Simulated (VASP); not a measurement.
# Sb (P6_3/mmc) in VASP: single point with PBEsol

Aim: the single point of Sb with PBEsol.

Program: VASP 6.6.1. These are calculated values, not measurements. Logs are shortened: lines on timing, memory, paths and dates and some standing lists are left out, and cuts for length are marked.

## 1. The cell of the first run

The structure is hexagonal, space group P6_3/mmc (No. 194). Conventional cell: a = 3.369 Å, b = 3.369 Å, c = 5.330 Å, α = 90.00°, β = 90.00°, γ = 120.00°. Within 4.3 Å of Sb (site symmetry -6m2) lie 12 Sb at 3.30 to 3.37 Å.

## 2. Single point, PBEsol

Input file INCAR:

```
SYSTEM = Sb
ALGO = Normal
EDIFF = 1E-6
ENCUT = 500
GGA = PS
GGA_COMPAT = .FALSE.
ISIF = 2
ISMEAR = 0
ISYM = 0
LASPH = .TRUE.
LCHARG = .TRUE.
LELF = .TRUE.
LREAL = .FALSE.
LVHAR = .TRUE.
LWAVE = .FALSE.
NBANDS = 60
NELM = 120
PREC = Accurate
SIGMA = 0.1
```

Input file KPOINTS:

```
Automatic mesh
0
Gamma
  2 2 2
  0.5 0.5 0.5
```

Input file POSCAR:

```
Sb
1.0
   -0.0000000001      5.8352794816      5.3300000000
   -5.0535002692     -2.9176397408      5.3300000000
    5.0535002693     -2.9176397408      5.3300000000
Sb
18
Direct
    0.3055555556      0.6388888889      0.3055555556
    0.6388888889      0.6388888889      0.9722222222
    0.3055555556      0.3055555556      0.6388888889
    0.3055555556      0.9722222222      0.9722222222
    0.6388888889      0.3055555556      0.3055555556
    0.9722222222      0.6388888889      0.6388888889
    0.9722222222      0.3055555556      0.9722222222
    0.6388888889      0.9722222222      0.6388888889
    0.9722222222      0.9722222222      0.3055555556
    0.3611111111      0.6944444444      0.6944444444
    0.6944444444      0.6944444444      0.3611111111
    0.3611111111      0.3611111111      0.0277777778
    0.3611111111      0.0277777778      0.3611111111
    0.6944444444      0.3611111111      0.6944444444
    0.0277777778      0.6944444444      0.0277777778
    0.0277777778      0.3611111111      0.3611111111
    0.6944444444      0.0277777778      0.0277777778
    0.0277777778      0.0277777778      0.6944444444
```

Potentials or basis: VASP PAW PBE potentials, release 64 (Sb).

The run is started by

```
$ cat potpaw_PBE.64/Sb/POTCAR > POTCAR
$ mpirun -np 1 vasp_std > vasp.out
```

OUTCAR:

```text
SYSTEM = Sb
   EDIFF = 1E-6
   ENCUT = 500
   GGA = PS
   ISIF = 2
   ISMEAR = 0
   ISYM = 0
   LASPH = .TRUE.
   LREAL = .FALSE.
   NELM = 120
   PREC = Accurate

 ion  position               nearest neighbor table
   1  0.306  0.639  0.306-  11 3.30  10 3.30  13 3.30  15 3.30  12 3.30  16 3.30   5 3.37   3 3.37
                             9 3.37   4 3.37   6 3.37   2 3.37
   2  0.639  0.639  0.972-  11 3.30  17 3.30  15 3.30  12 3.30  10 3.30  14 3.30   4 3.37   7 3.37
                             8 3.37   6 3.37   5 3.37   1 3.37
   3  0.306  0.306  0.639-  10 3.30  14 3.30  12 3.30  16 3.30  13 3.30  18 3.30   1 3.37   5 3.37
                             6 3.37   8 3.37   4 3.37   7 3.37
   4  0.306  0.972  0.972-  17 3.30  12 3.30  13 3.30  18 3.30  15 3.30  10 3.30   2 3.37   8 3.37
                             3 3.37   1 3.37   7 3.37   9 3.37
   5  0.639  0.306  0.306-  11 3.30  14 3.30  16 3.30  12 3.30  17 3.30  13 3.30   1 3.37   3 3.37
                             9 3.37   8 3.37   2 3.37   7 3.37
   6  0.972  0.639  0.639-  10 3.30  18 3.30  15 3.30  16 3.30  11 3.30  14 3.30   8 3.37   7 3.37
                             9 3.37   2 3.37   3 3.37   1 3.37
   7  0.972  0.306  0.972-  15 3.30  12 3.30  16 3.30  18 3.30  17 3.30  14 3.30   2 3.37   6 3.37
                             5 3.37   3 3.37   4 3.37   9 3.37
   8  0.639  0.972  0.639-  14 3.30  18 3.30  17 3.30  13 3.30  11 3.30  10 3.30   6 3.37   2 3.37
                             4 3.37   9 3.37   3 3.37   5 3.37
   9  0.972  0.972  0.306-  18 3.30  16 3.30  13 3.30  17 3.30  15 3.30  11 3.30   6 3.37   8 3.37
[... 5 lines left out ...]
  12  0.361  0.361  0.028-   3 3.30   4 3.30   7 3.30   2 3.30   5 3.30   1 3.30  15 3.37  17 3.37
                            13 3.37  16 3.37  10 3.37  14 3.37
  13  0.361  0.028  0.361-   1 3.30   9 3.30   4 3.30   8 3.30   3 3.30   5 3.30  16 3.37  12 3.37
                            17 3.37  18 3.37  11 3.37  10 3.37
  14  0.694  0.361  0.694-   3 3.30   5 3.30   8 3.30   7 3.30   2 3.30   6 3.30  10 3.37  11 3.37
                            18 3.37  17 3.37  12 3.37  16 3.37
  15  0.028  0.694  0.028-   7 3.30   2 3.30   6 3.30   9 3.30   4 3.30   1 3.30  12 3.37  16 3.37
                            10 3.37  11 3.37  17 3.37  18 3.37
  16  0.028  0.361  0.361-   5 3.30   9 3.30   7 3.30   6 3.30   3 3.30   1 3.30  13 3.37  15 3.37
                            18 3.37  12 3.37  11 3.37  14 3.37
  17  0.694  0.028  0.028-   4 3.30   2 3.30   8 3.30   9 3.30   7 3.30   5 3.30  12 3.37  13 3.37
                            11 3.37  14 3.37  15 3.37  18 3.37
  18  0.028  0.028  0.694-   9 3.30   6 3.30   8 3.30   4 3.30   7 3.30   3 3.30  16 3.37  13 3.37
                            14 3.37  10 3.37  15 3.37  17 3.37

IMPORTANT INFORMATION: All symmetrisations will be switched off!
NOSYMM: (Re-)initialisation of all symmetry stuff for point group C_1.

----------------------------------------------------------------------------------------

                                     Primitive cell

  volume of cell :     471.5225

  direct lattice vectors                    reciprocal lattice vectors
    -0.000000000  5.835279482  5.330000000     0.000000000  0.114247598  0.062539087
[... 115 lines left out ...]
   IMIX   =      4    mixing-type and parameters
     AMIX     =   0.40;   BMIX     =  1.00
     AMIX_MAG =   1.60;   BMIX_MAG =  1.00
  volume/ion in A,a.u.               =      26.20       176.78
  Fermi-wavevector in a.u.,A,eV,Ry     =   0.942587  1.781231 12.088376  0.888471
  Thomas-Fermi vector in A             =   2.070211
   LORBIT       =      0    0 simple, 1 ext, 2 COOP (PROOUT), +10 PAW based schemes
   GGA     = PS    functional components
   LHFCALC =     F    Hartree Fock is set to
   AEXX    =    0.0000 exact exchange contribution
   IVDW    =     0    specifies the selected vdW correction
   LEPSILON=     F    determine dielectric tensor
   LRPA    =     F    only Hartree local field effects (RPA)
 non-spin polarized calculation
 Gauss-broadening in eV      SIGMA  =   0.10
  energy-cutoff  :      500.00
  volume of cell :      471.52
 maximum number of plane-waves:     12001
 NGX is ok and might be reduce to    60
   NGX = 29   NGY = 29   NGZ = 29

 number of electron      90.0000006 magnetization

 Free energy of the ion-electron system (eV)
  ---------------------------------------------------
  ext. energy  EPLUGINS =         0.00000000
  ---------------------------------------------------
  free energy    TOTEN  =       -79.02741779 eV

  energy without entropy =      -79.01251262  energy(sigma->0) =      -79.01996521

 E-fermi :   8.9237     XC(G=0): -10.4536

 val. band max:        8.7919039201   @ k =  -0.2500   0.2500   0.2500
 cond. band min:       9.0555329003   @ k =   0.2500   0.2500   0.2500
 fundamental gap:      0.2636289802
 Fermi energy:         8.9237036666

 k-point     1 :       0.2500    0.2500    0.2500
  band No.  band energies     occupation
      1      -4.0919      2.00000
      2      -2.4803      2.00000
      3      -2.4803      2.00000
      4      -2.4803      2.00000
      5      -1.6277      2.00000
      6      -1.6277      2.00000
[... 229 lines left out ...]
     56      10.3054      0.00000
     57      10.5369      0.00000
 [bands above 57 left out]

------------------------ aborting loop because EDIFF is reached ----------------------------------------

  FORCE on cell =-STRESS in cart. coord.  units (eV):
  Direction    XX          YY          ZZ          XY          YZ          ZX
  --------------------------------------------------------------------------------------
  -------------------------------------------------------------------------------------
  Total        0.1942693      0.1942759     -5.9174971     -0.0000090      0.0000161      0.0000010
  in kB        0.6601038      0.6601264    -20.1069508     -0.0000307      0.0000545      0.0000032
  external PRESSURE =      -6.2622402 kB  Pullay stress =       0.0000000 kB

 VOLUME and BASIS-vectors are now :
 -----------------------------------------------------------------------------
  energy-cutoff  :      500.00
  volume of cell :      471.52
      direct lattice vectors                 reciprocal lattice vectors
    -0.000000000  5.835279482  5.330000000     0.000000000  0.114247598  0.062539087
    -5.053500269 -2.917639741  5.330000000    -0.098941323 -0.057123799  0.062539087
     5.053500269 -2.917639741  5.330000000     0.098941323 -0.057123799  0.062539087

 POSITION                                       TOTAL-FORCE (eV/Angst)
 -----------------------------------------------------------------------------------
     -1.68450     -0.97255      6.66250        -0.000008      0.000011     -0.065359
      1.68450     -0.97255     11.99250         0.000008     -0.000001     -0.065354
      1.68450     -0.97255      6.66250         0.000002      0.000001     -0.065353
      0.00000     -3.89019     11.99250         0.000003     -0.000002     -0.065348
     -0.00000      1.94509      6.66250        -0.000011      0.000007     -0.065353
     -0.00000      1.94509     11.99250         0.000004     -0.000008     -0.065354
[... 10 lines left out ...]
     -0.00000      3.89019      3.99750        -0.000001     -0.000003      0.065354
      3.36900     -1.94509      3.99750         0.000002     -0.000006      0.065359
 -----------------------------------------------------------------------------------
    total drift:                                0.000000     -0.000005     -0.000001

  FREE ENERGIE OF THE ION-ELECTRON SYSTEM (eV)
  ---------------------------------------------------
  free  energy   TOTEN  =       -79.0274177879 eV

  energy  without entropy=      -79.0125126241  energy(sigma->0) =      -79.01996521
```

OSZICAR:

```text
N       E                     dE             d eps       ncg     rms          rms(c)
DAV:   1     0.465799066627E+03    0.46580E+03   -0.29379E+04   480   0.117E+03
DAV:   2    -0.322300093603E+02   -0.49803E+03   -0.47814E+03   536   0.200E+02
DAV:   3    -0.776325442162E+02   -0.45403E+02   -0.43694E+02   588   0.613E+01
DAV:   4    -0.791369894908E+02   -0.15044E+01   -0.14438E+01   596   0.102E+01
DAV:   5    -0.791773704297E+02   -0.40381E-01   -0.40206E-01   600   0.173E+00    0.738E+00
DAV:   6    -0.790795336765E+02    0.97837E-01   -0.59651E-02   592   0.664E-01    0.417E+00
DAV:   7    -0.790273046282E+02    0.52229E-01   -0.89225E-02   544   0.803E-01    0.111E-01
DAV:   8    -0.790274257096E+02   -0.12108E-03   -0.38477E-03   624   0.171E-01    0.457E-02
DAV:   9    -0.790274257058E+02    0.38081E-08   -0.53879E-05   592   0.260E-02    0.222E-02
DAV:  10    -0.790274212320E+02    0.44738E-05   -0.40047E-06   536   0.672E-03    0.558E-03
DAV:  11    -0.790274182791E+02    0.29529E-05   -0.23707E-07   368   0.176E-03    0.921E-04
DAV:  12    -0.790274177879E+02    0.49122E-06   -0.45878E-08   384   0.775E-04
   1 F= -.79027418E+02 E0= -.79019965E+02  d E =-.149052E-01
```

It took 2.5 min on 1 thread of Intel Xeon 6975P-C, shared host; peak memory 0.48 GiB.

Results:

```yaml
Free_energy: -79.0274 eV
Pressure: -0.6 GPa
Largest_force: 0.065 eV/Å
Band_gap_on_the_k_mesh: zero (band 45 reaches 9.06 eV, above the bottom of band 46 at 8.79 eV)
```

Forces in eV/Å, atoms in the order of the input:
```
Sb   0.000  0.000 -0.065
Sb   0.000  0.000 -0.065
Sb   0.000  0.000 -0.065
Sb   0.000  0.000 -0.065
Sb   0.000  0.000 -0.065
Sb   0.000  0.000 -0.065
Sb   0.000  0.000 -0.065
Sb   0.000  0.000 -0.065
Sb   0.000  0.000 -0.065
Sb   0.000  0.000  0.065
Sb   0.000  0.000  0.065
Sb   0.000  0.000  0.065
Sb   0.000  0.000  0.065
Sb   0.000  0.000  0.065
Sb   0.000  0.000  0.065
Sb   0.000  0.000  0.065
Sb   0.000  0.000  0.065
Sb   0.000  0.000  0.065
```

Levels at points of the mesh, in eV from the Fermi level:
```
           k point  band 44  band 45  band 46  band 47  band 48  band 49
(0.25, 0.25, 0.25)     0.13     0.13     0.49     0.49     0.49     1.18
```

Caveat: the k points lie up to 0.41 Å⁻¹ apart; the PAW data sets were made with another functional, which shifts forces and pressure a little; spin-orbit coupling is left out, which moves the levels of the heavy elements.
